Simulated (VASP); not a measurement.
# SrC2 (R-3m) in VASP: notebook

SrC2 is run at these levels: LDA; tasks: single point.

Everything below comes from runs of VASP 6.6.1. Logs are shortened: lines on timing, memory, paths and dates and some standing lists are left out, and cuts for length are marked.

## 1. The cell of the first run

It takes space group R-3m (No. 166, trigonal). The conventional cell has a = 4.632 Å, b = 4.632 Å, c = 7.474 Å, α = 90.00°, β = 90.00°, γ = 120.00°. Within 3.6 Å of Sr (site symmetry -3m) lie 14 C at 2.73 to 3.30 Å. C (site symmetry 3m) has 1 C at 1.37 Å within 1.8 Å.

## 2. Single point, LDA (strain -0.080 along x and y, +0.080 along z)

INCAR

```
PREC = Accurate
ENCUT = 520
EDIFF = 1E-6
ISMEAR = 0
SIGMA = 0.05
LREAL = F
LASPH = T
NELM = 80
ALGO = Normal
ISIF = 2
LWAVE = F
LCHARG = F
GGA = CA
NBANDS = 16
```

KPOINTS

```
regular mesh
0
Gamma
  9 9 9
```

POSCAR

```
SrC2
1.0
    2.3159395519      1.3371083237      2.4911953798
   -2.3159395519      1.3371083237      2.4911953798
    0.0000000000     -2.6742166475      2.4911953798
Sr C
1 2
Direct
    0.0000000000      0.0000000000      0.0000000000
    0.5915580000      0.5915580000      0.5915580000
    0.4084420000      0.4084420000      0.4084420000
```

Potentials or basis: VASP PAW LDA potentials, release 64 (Sr_sv, C).

Started as:

```console
$ cat potpaw_LDA.64/Sr_sv/POTCAR potpaw_LDA.64/C/POTCAR > POTCAR
$ mpirun -np 1 vasp_std > vasp.out
```

OUTCAR:

```text
PREC = Accurate
   ENCUT = 520
   EDIFF = 1E-6
   ISMEAR = 0
   LREAL = F
   LASPH = T
   NELM = 80
   ISIF = 2
   GGA = CA

 ion  position               nearest neighbor table
   1  0.000  0.000  0.000-   2 2.73   2 2.73   3 2.73   3 2.73   2 2.73   3 2.73   3 3.05   2 3.05
                             2 3.30   3 3.30   3 3.30   2 3.30   3 3.30   2 3.30
   2  0.592  0.592  0.592-   3 1.37   1 2.73   1 2.73   1 2.73   1 3.05   1 3.30   1 3.30   1 3.30

   3  0.408  0.408  0.408-   2 1.37   1 2.73   1 2.73   1 2.73   1 3.05   1 3.30   1 3.30   1 3.30

  LATTYP: Found a trigonal (rhomboedric) cell.
 ALAT       =     3.6547898842
 COS(alpha) =     0.1969185273

  Lattice vectors:

 A1 = (   2.3159395519,   1.3371083237,   2.4911953798)
 A2 = (  -2.3159395519,   1.3371083237,   2.4911953798)
 A3 = (   0.0000000000,  -2.6742166475,   2.4911953798)

Analysis of symmetry for initial positions (statically):
=====================================================================
 Subroutine PRICEL returns:
 Original cell was already a primitive cell.

 Routine SETGRP: Setting up the symmetry group for a
 trigonal (rhombohedral) supercell.

 Subroutine GETGRP returns: Found 12 space group operations
 (whereof 12 operations were pure point group operations)
 out of a pool of 12 trial point group operations.

The static configuration has the point symmetry D_3d.

Analysis of symmetry for dynamics (positions and initial velocities):
=====================================================================
 Subroutine PRICEL returns:
 Original cell was already a primitive cell.

 Routine SETGRP: Setting up the symmetry group for a
 trigonal (rhombohedral) supercell.

 Subroutine GETGRP returns: Found 12 space group operations
 (whereof 12 operations were pure point group operations)
 out of a pool of 12 trial point group operations.

The dynamic configuration has the point symmetry D_3d.

 Subroutine INISYM returns: Found 12 space group operations
 (whereof 12 operations are pure point group operations),
 and found     1 'primitive' translations

----------------------------------------------------------------------------------------

                                     Primitive cell

  volume of cell :      46.2863

  direct lattice vectors                    reciprocal lattice vectors
     2.315939552  1.337108324  2.491195380     0.215895100  0.124647094  0.133804573
    -2.315939552  1.337108324  2.491195380    -0.215895100  0.124647094  0.133804573
     0.000000000 -2.674216648  2.491195380     0.000000000 -0.249294188  0.133804573

  length of vectors
     3.654789884  3.654789884  3.654789884     0.282933306  0.282933306  0.282933306

  position of ions in fractional coordinates (direct lattice)
     0.000000000  0.000000000  0.000000000
     0.591558000  0.591558000  0.591558000
     0.408442000  0.408442000  0.408442000

  ion indices of the primitive-cell ions
   primitive index   ion index
                 1           1
                 2           2
                 3           3

----------------------------------------------------------------------------------------

 KPOINTS: regular mesh

Automatic generation of k-mesh.
 Grid dimensions read from file:
 generate k-points for:    9    9    9

 Generating k-lattice:

  Cartesian coordinates                     Fractional coordinates (reciprocal lattice)
     0.023988344  0.013849677  0.014867175     0.111111111  0.000000000  0.000000000
    -0.023988344  0.013849677  0.014867175     0.000000000  0.111111111  0.000000000
     0.000000000 -0.027699354  0.014867175     0.000000000  0.000000000  0.111111111

  Length of vectors
     0.031437034  0.031437034  0.031437034

  Shift w.r.t. Gamma in fractional coordinates (k-lattice)
     0.000000000  0.000000000  0.000000000

 Subroutine IBZKPT returns following result:
 ===========================================

 Found     85 irreducible k-points:

 Following reciprocal coordinates:
            Coordinates               Weight
  0.000000  0.000000  0.000000      1.000000
  0.111111 -0.000000  0.000000      6.000000
  0.222222 -0.000000  0.000000      6.000000
  0.333333 -0.000000  0.000000      6.000000
  0.444444 -0.000000  0.000000      6.000000
  0.111111  0.111111  0.000000      6.000000
[... 16 lines left out ...]
 -0.333333  0.333333  0.000000      6.000000
  0.444444  0.444444  0.000000      6.000000
 [... further k-points ...]
   k-points           NKPTS =     85   k-points in BZ     NKDIM =     85   number of bands    NBANDS=     16
   number of dos      NEDOS =    301   number of ions     NIONS =      3
   total plane-waves  NPLWV =  21952
   dimension x,y,z NGX =    28 NGY =   28 NGZ =   28
   dimension x,y,z NGXF=    56 NGYF=   56 NGZF=   56
   ions per type =               1   2
   NGX,Y,Z   is equivalent  to a cutoff of  12.74, 12.74, 12.74 a.u.
   NGXF,Y,Z  is equivalent  to a cutoff of  25.47, 25.47, 25.47 a.u.
 SYSTEM =  unknown system
[... 34 lines left out ...]
   GGA     = CA    functional components
   LHFCALC =     F    Hartree Fock is set to
   AEXX    =    0.0000 exact exchange contribution
   IVDW    =     0    specifies the selected vdW correction
   LEPSILON=     F    determine dielectric tensor
   LRPA    =     F    only Hartree local field effects (RPA)
 non-spin polarized calculation
 Gauss-broadening in eV      SIGMA  =   0.05
  energy-cutoff  :      520.00
  volume of cell :       46.29
 maximum number of plane-waves:      1264
   NGX = 13   NGY = 13   NGZ = 13

 number of electron      18.0000000 magnetization

 Free energy of the ion-electron system (eV)
  ---------------------------------------------------
  ext. energy  EPLUGINS =         0.00000000
  ---------------------------------------------------
  free energy    TOTEN  =       -21.03503927 eV

  energy without entropy =      -21.03503927  energy(sigma->0) =      -21.03503927

 E-fermi :   2.7236     XC(G=0): -10.4413

 val. band max:        2.4958294729   @ k =  -0.3333   0.4444   0.3333
 cond. band min:       3.5190696100   @ k =   0.0000   0.0000   0.0000
 fundamental gap:      1.0232401371
 Fermi energy:         2.7235572699

 k-point     1 :       0.0000    0.0000    0.0000
  band No.  band energies     occupation
      1     -31.1184      2.00000
      2     -13.1123      2.00000
      3     -13.1123      2.00000
      4     -13.0052      2.00000
      5     -10.1615      2.00000
      6      -0.0911      2.00000
[... 8 lines left out ...]
     15      11.9419      0.00000
     16      13.3374      0.00000

 k-point     2 :       0.1111   -0.0000    0.0000
  band No.  band energies     occupation
      1     -31.1132      2.00000
      2     -13.2111      2.00000
      3     -13.1065      2.00000
      4     -13.0190      2.00000
      5     -10.0362      2.00000
      6      -0.6587      2.00000
[... 8 lines left out ...]
     15      11.8137      0.00000
     16      12.9367      0.00000

 k-point     3 :       0.2222   -0.0000    0.0000
  band No.  band energies     occupation
      1     -31.1000      2.00000
      2     -13.4629      2.00000
      3     -13.0916      2.00000
      4     -13.0226      2.00000
      5      -9.7395      2.00000
      6      -1.4599      2.00000
[... 8 lines left out ...]
     15      11.7034      0.00000
     16      12.1460      0.00000

 k-point     4 :       0.3333   -0.0000    0.0000
  band No.  band energies     occupation
      1     -31.0849      2.00000
      2     -13.7193      2.00000
      3     -13.0745      2.00000
      4     -13.0202      2.00000
      5      -9.4204      2.00000
      6      -2.1730      2.00000
[... 8 lines left out ...]
     15      11.5350      0.00000
     16      11.9570      0.00000
[... 324 lines left out ...]
 k-point    22 :      -0.4444    0.3333   -0.0000
  band No.  band energies     occupation
      1     -31.0457      2.00000
      2     -13.6478      2.00000
      3     -13.4627      2.00000
      4     -13.0210      2.00000
      5      -9.4365      2.00000
      6      -1.9868      2.00000
[... 8 lines left out ...]
     15      11.4042      0.00000
     16      11.6026      0.00000

 k-point    23 :      -0.3333    0.3333    0.0000
  band No.  band energies     occupation
      1     -31.0539      2.00000
      2     -13.5942      2.00000
      3     -13.4953      2.00000
      4     -13.0215      2.00000
      5      -9.3586      2.00000
      6      -1.7994      2.00000
[... 8 lines left out ...]
     15      10.6352      0.00000
     16      11.1104      0.00000

 k-point    24 :       0.4444    0.4444    0.0000
  band No.  band energies     occupation
      1     -31.0378      2.00000
      2     -13.6343      2.00000
      3     -13.4722      2.00000
      4     -13.0205      2.00000
      5      -9.5770      2.00000
      6      -2.0211      2.00000
[... 8 lines left out ...]
     15      11.3326      0.00000
     16      12.3587      0.00000

 [... further k-points ...]

------------------------ aborting loop because EDIFF is reached ----------------------------------------

  FORCE on cell =-STRESS in cart. coord.  units (eV):
  Direction    XX          YY          ZZ          XY          YZ          ZX
  --------------------------------------------------------------------------------------
  -------------------------------------------------------------------------------------
  Total        1.0272805      1.0272805     -9.2634258      0.0000000      0.0000000      0.0000000
  in kB       35.5587727     35.5587727   -320.6486081      0.0000000      0.0000000      0.0000000
  external PRESSURE =     -83.1770209 kB  Pullay stress =       0.0000000 kB

 VOLUME and BASIS-vectors are now :
 -----------------------------------------------------------------------------
  energy-cutoff  :      520.00
  volume of cell :       46.29
      direct lattice vectors                 reciprocal lattice vectors
     2.315939552  1.337108324  2.491195380     0.215895100  0.124647094  0.133804573
    -2.315939552  1.337108324  2.491195380    -0.215895100  0.124647094  0.133804573
     0.000000000 -2.674216648  2.491195380     0.000000000 -0.249294188  0.133804573

 POSITION                                       TOTAL-FORCE (eV/Angst)
 -----------------------------------------------------------------------------------
      0.00000      0.00000      0.00000        -0.000000     -0.000000      0.000000
      0.00000     -0.00000      4.42106         0.000000      0.000000     -5.768369
      0.00000     -0.00000      3.05253         0.000000     -0.000000      5.768369
 -----------------------------------------------------------------------------------
    total drift:                               -0.000000      0.000000      0.000000

  FREE ENERGIE OF THE ION-ELECTRON SYSTEM (eV)
  ---------------------------------------------------
  free  energy   TOTEN  =       -21.0350392732 eV

  energy  without entropy=      -21.0350392732  energy(sigma->0) =      -21.03503927
```

Run time: 26 s. Hardware: 1 thread of Intel Xeon Platinum 8488C (Sapphire Rapids), shared host; peak memory 0.18 GiB.

What came out:

| Property | Result |
| --- | --- |
| Free energy | -21.0350 eV |
| Pressure | -8.3 GPa |
| Largest force | 5.768 eV/Å |
| Band gap on the k mesh | 1.02 eV, indirect (least direct gap 1.62 eV) |

Forces on the atoms (eV/Å):
```
Sr   0.000  0.000  0.000
C    0.000  0.000 -5.768
C    0.000  0.000  5.768
```

Levels at points of the mesh, in eV from the valence-band top:
| k point | band 6 | band 7 | band 8 | band 9 | band 10 | band 11 | band 12 | band 13 |
| --- | --- | --- | --- | --- | --- | --- | --- | --- |
| (0.00, 0.00, 0.00) | -2.59 | -2.56 | -0.60 | -0.60 | 1.02 | 1.02 | 4.92 | 4.92 |

Caveat: the cell differs from its parent crystal (strain -0.080 along x and y, +0.080 along z); forces of over 1 eV/Å act on the atoms, so gaps and moduli don't describe the material at rest. A k mesh can miss the band edges.

## 3. Single point, LDA (strain +0.000 along x and y, -0.080 along z)

INCAR

```
SYSTEM = SrC2
ALGO = Normal
EDIFF = 1E-7
ENCUT = 520
ISIF = 2
ISMEAR = 0
LASPH = .TRUE.
LCHARG = .TRUE.
LELF = .TRUE.
LREAL = .FALSE.
LVHAR = .TRUE.
LWAVE = .FALSE.
NBANDS = 16
NELM = 100
PREC = Accurate
SIGMA = 0.05
```

KPOINTS

```
k-points
0
G
  9 9 9
  0 0 0
```

POSCAR

```
SrC2
1.0
    2.5173255999      1.4533786128      2.1221293976
   -2.5173255999      1.4533786128      2.1221293976
    0.0000000000     -2.9067572255      2.1221293976
Sr C
1 2
Direct
    0.0000000000      0.0000000000      0.0000000000
    0.5915580000      0.5915580000      0.5915580000
    0.4084420000      0.4084420000      0.4084420000
```

Potentials or basis: VASP PAW LDA potentials, release 64 (Sr_sv, C).

Started as:

```console
$ cat potpaw_LDA.64/Sr_sv/POTCAR potpaw_LDA.64/C/POTCAR > POTCAR
$ mpirun -np 1 vasp_std > vasp.out
```

Run time: 31 s. Hardware: 1 thread of Intel Xeon Platinum 8488C (Sapphire Rapids), shared host; peak memory 0.18 GiB.

The run converged. Its results:

```
Free energy            : -20.9845 eV
Pressure               : 14.2 GPa
Largest force          : 8.772 eV/Å
Band gap on the k mesh : 1.42 eV, indirect (least direct gap 2.78 eV)
```

Forces on the atoms (eV/Å):
```
Sr   0.000  0.000  0.000
C    0.000  0.000  8.772
C    0.000  0.000 -8.772
```

Stress tensor (GPa, compression positive):
```
-3.02  0.00  0.00
 0.00 -3.02  0.00
 0.00  0.00 48.65
```

Levels at points of the mesh, in eV from the valence-band top:
```csv
k point,band 7,band 8,band 9,band 10,band 11,band 12
"(0.00, 0.00, 0.00)",-1.94,-1.36,-1.36,1.42,1.42,6.38
```

Caveat: the cell differs from its parent crystal (strain +0.000 along x and y, -0.080 along z); forces of over 1 eV/Å act on the atoms, so gaps and moduli don't describe the material at rest. A k mesh can miss the band edges.

## 4. Single point, LDA (strain -0.040 along x and y, +0.000 along z)

INCAR

```
SYSTEM = SrC2
  PREC = Accurate
  ENCUT = 520
  EDIFF = 1E-6
  ISMEAR = 0
  SIGMA = 0.05
  LREAL = .FALSE.
  LASPH = .TRUE.
  NELM = 100
  ALGO = Normal
  ISIF = 2
  LWAVE = .FALSE.
  LCHARG = .TRUE.
  GGA = CA
  LELF = .TRUE.
  LVHAR = .TRUE.
  NBANDS = 16
```

KPOINTS

```
Automatic mesh
0
G
  9 9 9
  0 0 0
```

POSCAR

```
SrC2
1.0
    2.4166325759      1.3952434683      2.3066623887
   -2.4166325759      1.3952434683      2.3066623887
    0.0000000000     -2.7904869365      2.3066623887
Sr C
1 2
Direct
    0.0000000000      0.0000000000      0.0000000000
    0.5915580000      0.5915580000      0.5915580000
    0.4084420000      0.4084420000      0.4084420000
```

Started as:

```console
$ cat potpaw_LDA.64/Sr_sv/POTCAR potpaw_LDA.64/C/POTCAR > POTCAR
$ mpirun -np 1 vasp_std > vasp.out
```

Run time: 29 s. Hardware: 1 thread of Intel Xeon Platinum 8488C (Sapphire Rapids), shared host; peak memory 0.18 GiB.

The run converged. Its results:

| Item | Value |
| --- | --- |
| Free energy | -21.5094 eV |
| Pressure | -1.8 GPa |
| Largest force | 0.615 eV/Å |
| Band gap on the k mesh | 1.37 eV, indirect (least direct gap 2.22 eV) |

Forces in eV/Å, atoms in the order of the input:
```
Sr   0.000  0.000  0.000
C    0.000  0.000 -0.615
C    0.000  0.000  0.615
```

Stress tensor (GPa, compression positive):
```
-0.46  0.00  0.00
 0.00 -0.46  0.00
 0.00  0.00 -4.44
```

Levels at points of the mesh, in eV from the valence-band top:
| k point | band 7 | band 8 | band 9 | band 10 | band 11 | band 12 |
| --- | --- | --- | --- | --- | --- | --- |
| (0.00, 0.00, 0.00) | -2.23 | -0.85 | -0.85 | 1.37 | 1.37 | 5.88 |

Caveat: the cell differs from its parent crystal (strain -0.040 along x and y, +0.000 along z). A k mesh can miss the band edges.

## 5. Single point, LDA (strain -0.040 along x and y, +0.040 along z)

INCAR

```
SYSTEM = SrC2
ALGO = Normal
EDIFF = 1E-6
ENCUT = 520
GGA = CA
ISIF = 2
ISMEAR = 0
LASPH = .True.
LCHARG = .True.
LELF = .True.
LREAL = .False.
LVHAR = .True.
LWAVE = .False.
NBANDS = 16
NELM = 80
PREC = Accurate
SIGMA = 0.05
```

KPOINTS

```
k-points
0
Gamma
  9 9 9
  0 0 0
```

POSCAR

```
SrC2
1.0
    2.4166325759      1.3952434683      2.3989288842
   -2.4166325759      1.3952434683      2.3989288842
    0.0000000000     -2.7904869365      2.3989288843
Sr C
1 2
Direct
    0.0000000000      0.0000000000      0.0000000000
    0.5915580000      0.5915580000      0.5915580000
    0.4084420000      0.4084420000      0.4084420000
```

Started as:

```console
$ cat potpaw_LDA.64/Sr_sv/POTCAR potpaw_LDA.64/C/POTCAR > POTCAR
$ mpirun -np 1 vasp_std > vasp.out
```

It took 29 s on 1 thread of Intel Xeon Platinum 8488C (Sapphire Rapids), shared host; peak memory 0.19 GiB.

It converged, with:

| Item | Value |
| --- | --- |
| Free energy | -21.3543 eV |
| Pressure | -8.2 GPa |
| Largest force | 3.509 eV/Å |
| Band gap on the k mesh | 1.37 eV, indirect (least direct gap 2.06 eV) |

Forces in eV/Å, atoms in the order of the input:
```
Sr   0.000  0.000  0.000
C    0.000  0.000 -3.509
C    0.000  0.000  3.509
```

Stress tensor (GPa, compression positive):
```
 -1.64   0.00   0.00
  0.00  -1.64   0.00
  0.00   0.00 -21.20
```

Levels at points of the mesh, in eV from the valence-band top:
```
           k point  band 7  band 8  band 9  band 10  band 11  band 12
(0.00, 0.00, 0.00)   -2.43   -0.70   -0.70     1.37     1.37     5.44
```

Caveat: the cell differs from its parent crystal (strain -0.040 along x and y, +0.040 along z); forces of over 1 eV/Å act on the atoms, so gaps and moduli don't describe the material at rest.

## 6. Single point, LDA (strain +0.000 along x and y, -0.040 along z)

INCAR

```
  PREC = Accurate
  ENCUT = 520
  EDIFF = 1E-7
  ISMEAR = 0
  SIGMA = 0.05
  LREAL = False
  LASPH = True
  NELM = 100
  ALGO = Normal
  ISIF = 2
  LWAVE = False
  LCHARG = False
  GGA = CA
  NBANDS = 16
```

KPOINTS

```
regular mesh
0
Gamma
  9 9 9
```

POSCAR

```
SrC2
1.0
    2.5173255999      1.4533786128      2.2143958931
   -2.5173255999      1.4533786128      2.2143958931
    0.0000000000     -2.9067572255      2.2143958932
Sr C
1 2
Direct
    0.0000000000      0.0000000000      0.0000000000
    0.5915580000      0.5915580000      0.5915580000
    0.4084420000      0.4084420000      0.4084420000
```

Potentials or basis: VASP PAW LDA potentials, release 64 (Sr_sv, C).

Started as:

```console
$ cat potpaw_LDA.64/Sr_sv/POTCAR potpaw_LDA.64/C/POTCAR > POTCAR
$ mpirun -np 1 vasp_std > vasp.out
```

Run time: 31 s. Hardware: 1 thread of Intel Xeon Platinum 8488C (Sapphire Rapids), shared host; peak memory 0.18 GiB.

The run converged. Its results:

| Property | Result |
| --- | --- |
| Free energy | -21.3841 eV |
| Pressure | 2.8 GPa |
| Largest force | 3.502 eV/Å |
| Band gap on the k mesh | 1.56 eV, indirect (least direct gap 2.59 eV) |

Forces on the atoms (eV/Å):
```
Sr   0.000  0.000  0.000
C    0.000  0.000  3.502
C    0.000  0.000 -3.502
```

Stress tensor (GPa, compression positive):
```
-3.97  0.00  0.00
 0.00 -3.97  0.00
 0.00  0.00 16.29
```

Levels at points of the mesh, in eV from the valence-band top:
```csv
k point,band 5,band 6,band 7,band 8,band 9,band 10,band 11,band 12,band 13,band 14
"(0.00, 0.00, 0.00)",-12.96,-2.69,-2.09,-1.03,-1.03,1.56,1.56,6.58,6.58,6.74
```

Caveat: the cell differs from its parent crystal (strain +0.000 along x and y, -0.040 along z); forces of over 1 eV/Å act on the atoms, so gaps and moduli don't describe the material at rest. A k mesh can miss the band edges.

## 7. Summary

| cell | gap on the mesh (eV) | pressure (GPa) | largest force (eV/Å) |
| --- | --- | --- | --- |
| a = 3.655 Å, angles 78.6°, 3 atoms | 1.02 | -8.3 | 5.77 |
| a = 3.599 Å, angles 88.8°, 3 atoms | 1.42 | 14.2 | 8.77 |
| a = 3.620 Å, angles 83.7°, 3 atoms | 1.37 | -1.8 | 0.61 |
| a = 3.680 Å, angles 82.1°, 3 atoms | 1.37 | -8.2 | 3.51 |
| a = 3.654 Å, angles 87.1°, 3 atoms | 1.56 | 2.8 | 3.50 |

Alike in all rows: task single point; level LDA; potentials or basis VASP PAW LDA potentials, release 64 (Sr_sv, C); no spin polarisation; k mesh 9 × 9 × 9; cutoff (eV) 520; smearing gaussian 0.05 eV.

Caveats: forces of over 1 eV/Å act on the atoms, so gaps and moduli don't describe the material at rest (some runs).

Total energies depend on the potentials used, so only differences within one code and one set of settings carry meaning.
